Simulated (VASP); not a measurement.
A run of VASP 6.6.1 is set up as follows.

POSCAR

```
Ru
1.0
    2.4462764308      0.0000000000      0.0000000000
    0.0000000000      2.4462764308      0.0000000000
    0.0000000000      0.0000000000      2.4462764308
Ru
1
Direct
    0.0000000000      0.0000000000      0.0000000000
```

Contents of INCAR.step1:

```
SYSTEM = Ru
PREC = Accurate ; ENCUT = 600
ISMEAR = -1 ; SIGMA = 0.1
LREAL = .False. ; LASPH = .True.
NELM = 80 ; GGA = PE
ALGO = Normal ; EDIFF = 1E-4
LWAVE = .True. ; LCHARG = .False.
```

The input INCAR.step2:

```
SYSTEM = Ru
PREC = Accurate ; ENCUT = 600
EDIFF = 1E-6 ; ISMEAR = -1
SIGMA = 0.1 ; LREAL = .False.
LASPH = .True. ; NELM = 80
ALGO = Normal ; ISIF = 3
LWAVE = .False. ; LCHARG = .False.
METAGGA = R2SCAN ; LMIXTAU = .True.
IBRION = 2 ; NSW = 80
EDIFFG = -0.01 ; ISTART = 1
```

KPOINTS

```
Automatic mesh
0
Gamma
  13 13 13
  0 0 0
```

Potentials or basis: VASP PAW PBE potentials, release 64 (Ru_pv).

The run is started by

```sh
$ cat potpaw_PBE.64/Ru_pv/POTCAR > POTCAR
$ cp INCAR.step1 INCAR
$ mpirun -np 1 vasp_std > vasp.out
$ cp INCAR.step2 INCAR
$ mpirun -np 1 vasp_std > vasp.out
```

**Question.** What does it give for the space group after relaxing (to 0.05 Å)?

**Answer.** Pm-3m (No. 221).

**Question.** What does it give for the band gap on the k mesh?

**Answer.** Zero (band 7 reaches 14.32 eV, above the bottom of band 8 at 9.70 eV).

**Question.** Estimate the relaxed volume.

**Answer.** 15.55 Å³/atom.

Step by step:
```csv
step,energy change (eV),largest force (eV/Å),pressure (GPa),volume (Å³)
1,0.0000,0.0000,16.63,14.64
2,0.1894,0.0000,-25.22,18.10
3,-0.0442,0.0000,-0.82,15.60
4,-0.0444,0.0000,-0.07,15.55
```

Caveat: the PAW data sets were made with another functional, which shifts forces and pressure a little.
